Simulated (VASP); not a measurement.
# Si (P6_3/mmc) in VASP: further runs

Si is run at these levels: LDA; tasks: single point.

All numbers are computed with VASP 6.6.1; they aren't measurements. Logs are shortened: lines on timing, memory, paths and dates and some standing lists are left out, and cuts for length are marked.

## Step 1: The cell of the first run

Symmetry: P6_3/mmc, No. 194, hexagonal system. Conventional cell: a = 2.394 Å, b = 2.394 Å, c = 4.067 Å, α = 90.00°, β = 90.00°, γ = 120.00°. Si (site symmetry -6m2) has 12 Si at 2.39 to 2.46 Å within 3.2 Å.

## Step 2: Single point, LDA

INCAR reads:

```
PREC = Accurate ; ENCUT = 520
EDIFF = 1E-7 ; ISMEAR = -1
SIGMA = 0.05 ; LREAL = False
LASPH = True ; NELM = 80
ALGO = Normal ; ISIF = 2
LWAVE = False ; LCHARG = False
GGA = CA ; NBANDS = 11
```

KPOINTS reads:

```
Automatic mesh
0
Gamma
  13 13 7
```

POSCAR reads:

```
Si
1.0
    2.3941084497      0.0000000000      0.0000000000
   -1.1970542249      2.0733586518      0.0000000000
    0.0000000000      0.0000000000      4.0672415234
Si
2
Direct
    0.3333333333      0.6666666667      0.2500000000
    0.6666666667      0.3333333333      0.7500000000
```

Potentials or basis: VASP PAW LDA potentials, release 64 (Si).

The run is started by

```console
$ cat potpaw_LDA.64/Si/POTCAR > POTCAR
$ mpirun -np 1 vasp_std > vasp.out
```

OUTCAR:

```text
PREC = Accurate
   ENCUT = 520
   EDIFF = 1E-7
   ISMEAR = -1
   LREAL = False
   LASPH = True
   NELM = 80
   ISIF = 2
   GGA = CA

 ion  position               nearest neighbor table
   1  0.333  0.667  0.250-   2 2.46   2 2.46   2 2.46   2 2.46   2 2.46   2 2.46
   2  0.667  0.333  0.750-   1 2.46   1 2.46   1 2.46   1 2.46   1 2.46   1 2.46

  LATTYP: Found a hexagonal cell.
 ALAT       =     2.3941084497
 C/A-ratio  =     1.6988543372

  Lattice vectors:

 A1 = (   2.3941084497,   0.0000000000,   0.0000000000)
 A2 = (  -1.1970542249,   2.0733586518,   0.0000000000)
 A3 = (   0.0000000000,   0.0000000000,   4.0672415234)

Analysis of symmetry for initial positions (statically):
=====================================================================
 Subroutine PRICEL returns:
 Original cell was already a primitive cell.

 Routine SETGRP: Setting up the symmetry group for a
 hexagonal supercell.

 Subroutine GETGRP returns: Found 24 space group operations
 (whereof 12 operations were pure point group operations)
 out of a pool of 24 trial point group operations.

The static configuration has the point symmetry D_3d.
 The point group associated with its full space group is D_6h.

Analysis of symmetry for dynamics (positions and initial velocities):
=====================================================================
 Subroutine PRICEL returns:
 Original cell was already a primitive cell.

 Routine SETGRP: Setting up the symmetry group for a
 hexagonal supercell.

 Subroutine GETGRP returns: Found 24 space group operations
 (whereof 12 operations were pure point group operations)
 out of a pool of 24 trial point group operations.

The dynamic configuration has the point symmetry D_3d.
 The point group associated with its full space group is D_6h.

 Subroutine INISYM returns: Found 24 space group operations
 (whereof 12 operations are pure point group operations),
 and found     1 'primitive' translations

----------------------------------------------------------------------------------------

                                     Primitive cell

  volume of cell :      20.1892

  direct lattice vectors                    reciprocal lattice vectors
     2.394108450  0.000000000  0.000000000     0.417692022  0.241154611  0.000000000
    -1.197054225  2.073358652  0.000000000     0.000000000  0.482309223  0.000000000
     0.000000000  0.000000000  4.067241523     0.000000000  0.000000000  0.245866884

  length of vectors
     2.394108450  2.394108376  4.067241523     0.482309208  0.482309223  0.245866884

  position of ions in fractional coordinates (direct lattice)
     0.333333333  0.666666667  0.250000000
     0.666666667  0.333333333  0.750000000

  ion indices of the primitive-cell ions
   primitive index   ion index
                 1           1
                 2           2

----------------------------------------------------------------------------------------

 KPOINTS: Automatic mesh

Automatic generation of k-mesh.
 Grid dimensions read from file:
 generate k-points for:   13   13    7

 Generating k-lattice:

  Cartesian coordinates                     Fractional coordinates (reciprocal lattice)
     0.032130156  0.018550355  0.000000000     0.076923077  0.000000000  0.000000000
     0.000000000  0.037100709  0.000000000     0.000000000  0.076923077  0.000000000
     0.000000000  0.000000000  0.035123841     0.000000000  0.000000000  0.142857143

  Length of vectors
     0.037100708  0.037100709  0.035123841

  Shift w.r.t. Gamma in fractional coordinates (k-lattice)
     0.000000000  0.000000000  0.000000000

 Subroutine IBZKPT returns following result:
 ===========================================

 Found     84 irreducible k-points:

 Following reciprocal coordinates:
            Coordinates               Weight
  0.000000  0.000000  0.000000      1.000000
  0.076923  0.000000  0.000000      6.000000
  0.153846  0.000000  0.000000      6.000000
  0.230769  0.000000  0.000000      6.000000
  0.307692  0.000000  0.000000      6.000000
  0.384615  0.000000  0.000000      6.000000
[... 16 lines left out ...]
  0.076923  0.000000  0.142857     12.000000
  0.153846  0.000000  0.142857     12.000000
 [... further k-points ...]
   k-points           NKPTS =     84   k-points in BZ     NKDIM =     84   number of bands    NBANDS=     11
   number of dos      NEDOS =    301   number of ions     NIONS =      2
   total plane-waves  NPLWV =   9720
   dimension x,y,z NGX =    18 NGY =   18 NGZ =   30
   dimension x,y,z NGXF=    36 NGYF=   36 NGZF=   60
   ions per type =               2
   NGX,Y,Z   is equivalent  to a cutoff of  12.50, 12.50, 12.26 a.u.
   NGXF,Y,Z  is equivalent  to a cutoff of  25.00, 25.00, 24.52 a.u.
 SYSTEM =  unknown system
   PREC   = accura    normal or accurate (medium, high low for compatibility)
   ISTART =      0    job   : 0-new  1-cont  2-samecut
   ICHARG =      2    charge: 1-file 2-atom 10-const
[... 65 lines left out ...]
      3       6.1770      2.00000
      4      27.5561      0.00000
      5      27.5561      0.00000
      6      27.6307      0.00000
      7      27.7486      0.00000
      8      27.7486      0.00000
      9      30.3013      0.00000
     10      32.5810      0.00000
     11      33.5206      0.00000

 k-point     2 :       0.0769    0.0000    0.0000
  band No.  band energies     occupation
      1      -2.2746      2.00000
      2       6.1194      2.00000
      3       6.3676      2.00000
      4      24.2271      0.00000
      5      25.6860      0.00000
      6      27.0471      0.00000
      7      28.8896      0.00000
      8      29.8849      0.00000
      9      30.3049      0.00000
     10      31.6612      0.00000
     11      32.1262      0.00000

 k-point     3 :       0.1538    0.0000    0.0000
  band No.  band energies     occupation
      1      -1.6794      2.00000
      2       6.6745      2.00000
      3       6.9337      2.00000
      4      20.3697      0.00000
      5      24.0485      0.00000
      6      25.5454      0.00000
      7      27.6933      0.00000
      8      28.0651      0.00000
      9      30.5249      0.00000
     10      30.6398      0.00000
     11      31.0806      0.00000

 k-point     4 :       0.2308    0.0000    0.0000
  band No.  band energies     occupation
      1      -0.6926      2.00000
      2       7.5997      2.00000
      3       7.8531      2.00000
      4      16.6763      0.00000
      5      22.7413      0.00000
      6      23.2768      0.00000
      7      24.4416      0.00000
      8      25.8485      0.00000
      9      29.6366      0.00000
     10      30.3516      0.00000
     11      30.4942      0.00000

 k-point     5 :       0.3077    0.0000    0.0000
  band No.  band energies     occupation
      1       0.6779      2.00000
      2       8.8940      2.00000
      3       9.0364      2.00000
      4      13.3461      2.00000
      5      20.5850      0.00000
      6      21.0071      0.00000
      7      21.7636      0.00000
      8      24.5492      0.00000
      9      28.8287      0.00000
     10      29.2472      0.00000
     11      30.4562      0.00000
[... 211 lines left out ...]
 k-point    21 :       0.3077    0.3077    0.0000
  band No.  band energies     occupation
      1       6.7682      2.00000
      2       9.0565      2.00000
      3       9.2043      2.00000
      4      14.6502      2.00000
      5      15.0204      1.99997
      6      16.6230      0.00000
      7      18.0876      0.00000
      8      18.4262      0.00000
      9      19.0793      0.00000
     10      36.1109      0.00000
     11      36.6512      0.00000

 k-point    22 :       0.0000    0.0000    0.1429
  band No.  band energies     occupation
      1      -2.2951      2.00000
      2       3.8296      2.00000
      3       8.5915      2.00000
      4      25.0875      0.00000
      5      27.6785      0.00000
      6      27.6785      0.00000
      7      27.8853      0.00000
      8      27.8853      0.00000
      9      32.1827      0.00000
     10      32.6576      0.00000
     11      32.6756      0.00000

 k-point    23 :       0.0769    0.0000    0.1429
  band No.  band energies     occupation
      1      -2.0965      2.00000
      2       4.0204      2.00000
      3       8.7754      2.00000
      4      24.1792      0.00000
      5      25.4946      0.00000
      6      25.8280      0.00000
      7      27.8939      0.00000
      8      29.8394      0.00000
      9      30.0419      0.00000
     10      31.2429      0.00000
     11      32.2968      0.00000

 k-point    24 :       0.1538    0.0000    0.1429
  band No.  band energies     occupation
      1      -1.5019      2.00000
      2       4.5908      2.00000
      3       9.3228      2.00000
      4      20.5017      0.00000
      5      24.1941      0.00000
      6      25.1170      0.00000
      7      25.6447      0.00000
      8      27.9016      0.00000
      9      29.2527      0.00000
     10      30.2082      0.00000
     11      32.7941      0.00000

 [... further k-points ...]

------------------------ aborting loop because EDIFF is reached ----------------------------------------

  FORCE on cell =-STRESS in cart. coord.  units (eV):
  Direction    XX          YY          ZZ          XY          YZ          ZX
  --------------------------------------------------------------------------------------
  -------------------------------------------------------------------------------------
  Total        7.7739705      7.7739699      7.6900188     -0.0000000      0.0000000      0.0000000
  in kB      616.9290983    616.9290476    610.2668337     -0.0000000      0.0000000      0.0000000
  external PRESSURE =     614.7083265 kB  Pullay stress =       0.0000000 kB

 VOLUME and BASIS-vectors are now :
 -----------------------------------------------------------------------------
  energy-cutoff  :      520.00
  volume of cell :       20.19
      direct lattice vectors                 reciprocal lattice vectors
     2.394108450  0.000000000  0.000000000     0.417692022  0.241154611  0.000000000
    -1.197054225  2.073358652  0.000000000     0.000000000  0.482309223  0.000000000
     0.000000000  0.000000000  4.067241523     0.000000000  0.000000000  0.245866884

 POSITION                                       TOTAL-FORCE (eV/Angst)
 -----------------------------------------------------------------------------------
     -0.00000      1.38224      1.01681         0.000000      0.000000      0.000000
      1.19705      0.69112      3.05043        -0.000000     -0.000000      0.000000
 -----------------------------------------------------------------------------------
    total drift:                               -0.000000      0.000000     -0.000000

  FREE ENERGIE OF THE ION-ELECTRON SYSTEM (eV)
  ---------------------------------------------------
  free  energy   TOTEN  =       -10.0095844290 eV

  energy  without entropy=      -10.0038148024  energy(sigma->0) =      -10.00669962
```

Wall time 11 s (1 thread of Intel Xeon 6975P-C, shared host); peak memory 0.12 GiB.

What came out:

- Free energy: -10.0096 eV
- Pressure: 61.5 GPa
- Band gap on the k mesh: zero (band 4 reaches 27.56 eV, above the bottom of band 5 at 12.43 eV)

Levels at points of the mesh, in eV from the Fermi level:
```csv
k point,band 1,band 2,band 3,band 4,band 5,band 6,band 7,band 8,band 9
"(0.00, 0.00, 0.00)",-18.05,-9.64,-9.40,11.98,11.98,12.05,12.17,12.17,14.72
```

## Step 3: Single point, LDA

This run uses another cell than the first one, of 10.42 Å³/atom, 1.032 times its volume.

INCAR reads:

```
SYSTEM = Si
  PREC = Accurate
  ENCUT = 520
  EDIFF = 1E-6
  ISMEAR = -1
  SIGMA = 0.05
  LREAL = .FALSE.
  LASPH = .TRUE.
  NELM = 80
  ALGO = Normal
  ISIF = 2
  LWAVE = .FALSE.
  LCHARG = .FALSE.
  NBANDS = 11
```

KPOINTS reads:

```
regular mesh
0
G
  13 13 7
  0 0 0
```

POSCAR reads:

```
Si
1.0
    2.4193114434      0.0000000000      0.0000000000
   -1.2096557217      2.0951850836      0.0000000000
    0.0000000000      0.0000000000      4.1100577385
Si
2
Direct
    0.3333333333      0.6666666667      0.2500000000
    0.6666666667      0.3333333333      0.7500000000
```

Potentials or basis: VASP PAW LDA potentials, release 64 (Si).

The run is started by

```console
$ cat potpaw_LDA.64/Si/POTCAR > POTCAR
$ mpirun -np 1 vasp_std > vasp.out
```

Run time: 10 s. Hardware: 1 thread of Intel Xeon 6975P-C, shared host; peak memory 0.12 GiB.

The run converged. Its results:

```yaml
Free_energy: -10.2363 eV
Pressure: 51.5 GPa
Band_gap_on_the_k_mesh: zero (band 4 reaches 26.72 eV, above the bottom of band 5 at 11.90 eV)
```

Stress tensor (GPa, compression positive):
```
51.68  0.00  0.00
 0.00 51.68  0.00
 0.00  0.00 51.07
```

Levels at points of the mesh, in eV from the Fermi level:
```csv
k point,band 1,band 2,band 3,band 4,band 5,band 6,band 7,band 8
"(0.00, 0.00, 0.00)",-17.72,-9.42,-9.29,11.66,11.66,11.92,11.99,11.99
```

## Step 4: Single point, LDA

This run uses another cell than the first one, of 10.74 Å³/atom, 1.064 times its volume.

INCAR reads:

```
SYSTEM = Si
PREC     = Accurate       ! precision mode
ENCUT    = 520            ! plane-wave cutoff, eV
EDIFF    = 1E-6           ! SCF threshold, eV
ISMEAR   = -1             ! smearing method
SIGMA    = 0.05           ! smearing width, eV
LREAL    = .FALSE.        ! projectors in reciprocal space
LASPH    = .TRUE.         ! aspherical terms in the spheres
NELM     = 100            ! most SCF steps
ALGO     = Normal         ! electronic algorithm
ISIF     = 2              ! what is computed and relaxed
LWAVE    = .FALSE.        ! write WAVECAR
LCHARG   = .FALSE.        ! write CHGCAR
NBANDS   = 11             ! bands
```

KPOINTS reads:

```
Automatic mesh
0
G
  13 13 7
  0 0 0
```

POSCAR reads:

```
Si
1.0
    2.4440000000      0.0000000000      0.0000000000
   -1.2220000000      2.1165660000      0.0000000000
    0.0000000000      0.0000000000      4.1520000000
Si
2
Direct
    0.3333333333      0.6666666667      0.2500000000
    0.6666666667      0.3333333333      0.7500000000
```

The run is started by

```console
$ cat potpaw_LDA.64/Si/POTCAR > POTCAR
$ mpirun -np 1 vasp_std > vasp.out
```

It took 11 s on 1 thread of Intel Xeon 6975P-C, shared host; peak memory 0.13 GiB.

The run converged. Its results:

* Free energy: -10.4257 eV
* Pressure: 42.8 GPa
* Band gap on the k mesh: zero (band 4 reaches 25.92 eV, above the bottom of band 5 at 11.41 eV)

Stress tensor (GPa, compression positive):
```
43.15  0.00  0.00
 0.00 43.15  0.00
 0.00  0.00 42.18
```

Levels at points of the mesh, in eV from the Fermi level:
```
           k point  band 1  band 2  band 3  band 4  band 5  band 6  band 7  band 8
(0.00, 0.00, 0.00)  -17.40   -9.19   -9.19   11.36   11.36   11.80   11.81   11.81
```

## Step 5: Single point, LDA

This run uses another cell than the first one, of 11.06 Å³/atom, 1.096 times its volume.

INCAR reads:

```
SYSTEM = Si
  PREC = Accurate
  ENCUT = 520
  EDIFF = 1E-6
  ISMEAR = -1
  SIGMA = 0.05
  LREAL = .False.
  LASPH = .True.
  NELM = 80
  ALGO = Normal
  ISIF = 2
  LWAVE = .False.
  LCHARG = .False.
  GGA = CA
  NBANDS = 11
```

KPOINTS reads:

```
Automatic mesh
0
Gamma
  13 13 7
  0 0 0
```

POSCAR reads:

```
Si
1.0
    2.4681995936      0.0000000000      0.0000000000
   -1.2340997968      2.1375234620      0.0000000000
    0.0000000000      0.0000000000      4.1931115846
Si
2
Direct
    0.3333333333      0.6666666667      0.2500000000
    0.6666666667      0.3333333333      0.7500000000
```

The run is started by

```console
$ cat potpaw_LDA.64/Si/POTCAR > POTCAR
$ mpirun -np 1 vasp_std > vasp.out
```

It took 13 s on 1 thread of Intel Xeon 6975P-C, shared host; peak memory 0.12 GiB.

The run converged. Its results:

- Free energy: -10.5826 eV
- Pressure: 35.3 GPa
- Band gap on the k mesh: zero (band 4 reaches 25.16 eV, above the bottom of band 5 at 10.95 eV)

Stress tensor (GPa, compression positive):
```
35.76  0.00  0.00
 0.00 35.76  0.00
 0.00  0.00 34.37
```

Levels at points of the mesh, in eV from the Fermi level:
```
           k point  band 1  band 2  band 3  band 4  band 5  band 6  band 7  band 8  band 9
(0.00, 0.00, 0.00)  -17.09   -9.08   -8.98   11.07   11.07   11.65   11.65   11.69   13.40
```

## Step 6: Single point, LDA

This run uses another cell than the first one, of 11.38 Å³/atom, 1.128 times its volume.

INCAR reads:

```
  PREC = Accurate
  ENCUT = 520
  EDIFF = 1E-7
  ISMEAR = -1
  SIGMA = 0.05
  LREAL = False
  LASPH = True
  NELM = 80
  ALGO = Normal
  ISIF = 2
  LWAVE = False
  LCHARG = False
  NBANDS = 11
```

KPOINTS reads:

```
regular mesh
0
Gamma
  13 13 7
```

POSCAR reads:

```
Si
1.0
    2.4919337380      0.0000000000      0.0000000000
   -1.2459668690      2.1580778331      0.0000000000
    0.0000000000      0.0000000000      4.2334324387
Si
2
Direct
    0.3333333333      0.6666666667      0.2500000000
    0.6666666667      0.3333333333      0.7500000000
```

Potentials or basis: VASP PAW LDA potentials, release 64 (Si).

The run is started by

```console
$ cat potpaw_LDA.64/Si/POTCAR > POTCAR
$ mpirun -np 1 vasp_std > vasp.out
```

It took 14 s on 1 thread of Intel Xeon 6975P-C, shared host; peak memory 0.13 GiB.

It converged, with:

- Free energy: -10.7111 eV
- Pressure: 28.7 GPa
- Band gap on the k mesh: zero (band 4 reaches 24.43 eV, above the bottom of band 5 at 10.52 eV)

Stress tensor (GPa, compression positive):
```
29.29  0.00  0.00
 0.00 29.29  0.00
 0.00  0.00 27.60
```

Levels at points of the mesh, in eV from the Fermi level:
```csv
k point,band 1,band 2,band 3,band 4,band 5,band 6,band 7,band 8
"(0.00, 0.00, 0.00)",-16.79,-8.99,-8.77,10.79,10.79,11.48,11.48,11.58
```

## Step 7: The runs side by side

```csv
cell,gap on the mesh (eV),pressure (GPa)
"a = 2.394, b = 2.394, c = 4.067 Å, angles 90.0, 90.0, 120.0°, 2 atoms",none,61.5
"a = 2.419, b = 2.419, c = 4.110 Å, angles 90.0, 90.0, 120.0°, 2 atoms",none,51.5
"a = 2.444, b = 2.444, c = 4.152 Å, angles 90.0, 90.0, 120.0°, 2 atoms",none,42.8
"a = 2.468, b = 2.468, c = 4.193 Å, angles 90.0, 90.0, 120.0°, 2 atoms",none,35.3
"a = 2.492, b = 2.492, c = 4.233 Å, angles 90.0, 90.0, 120.0°, 2 atoms",none,28.7
```

Alike in all rows: task single point; level LDA; potentials or basis VASP PAW LDA potentials, release 64 (Si); no spin polarisation; k mesh 13 × 13 × 7; cutoff (eV) 520; smearing fermi-dirac 0.05 eV.

Total energies depend on the potentials used, so only differences within one code and one set of settings carry meaning.
